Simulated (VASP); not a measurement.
The system is BP.

```xyz
2
Lattice="0.0000 2.2742 2.2742 2.2742 0.0000 2.2742 2.2742 2.2742 0.0000" Properties=species:S:1:pos:R:3 pbc="T T T"
B     0.0000    0.0000    0.0000
P     1.1371    1.1371    1.1371
```

| Property | Result |
| --- | --- |
| Program | VASP 6.6.1 |
| Task | relaxation of cell and atoms |
| Functional | LDA |
| Potentials or basis | VASP PAW LDA potentials, release 64 (B, P) |
| Cutoff | 600 eV |
| k mesh | 8 × 8 × 8 |
| Occupations | fermi-dirac, width 0.02 eV |
| Spin | no spin polarisation |

At the start: pressure -6.4 GPa; volume 11.76 Å³/atom.

How do energy, volume and symmetry change on relaxing?

Over 3 steps the energy falls by 9.2 meV/atom and the volume is 11.31 Å³/atom (-3.8 %); space group F-43m (No. 216, to 0.05 Å).

The path:
| step | energy change (eV) | largest force (eV/Å) | pressure (GPa) | volume (Å³) |
| --- | --- | --- | --- | --- |
| 1 | 0.0000 | 0.0000 | -6.36 | 23.52 |
| 2 | -0.0075 | 0.0000 | 5.45 | 21.97 |
| 3 | -0.0184 | 0.0000 | -0.02 | 22.63 |

Final structure:
```xyz
2
Lattice="0.0000 2.2450 2.2450 2.2450 0.0000 2.2450 2.2450 2.2450 0.0000" Properties=species:S:1:pos:R:3 pbc="T T T"
B     0.0000    0.0000    0.0000
P     1.1225    1.1225    1.1225
```
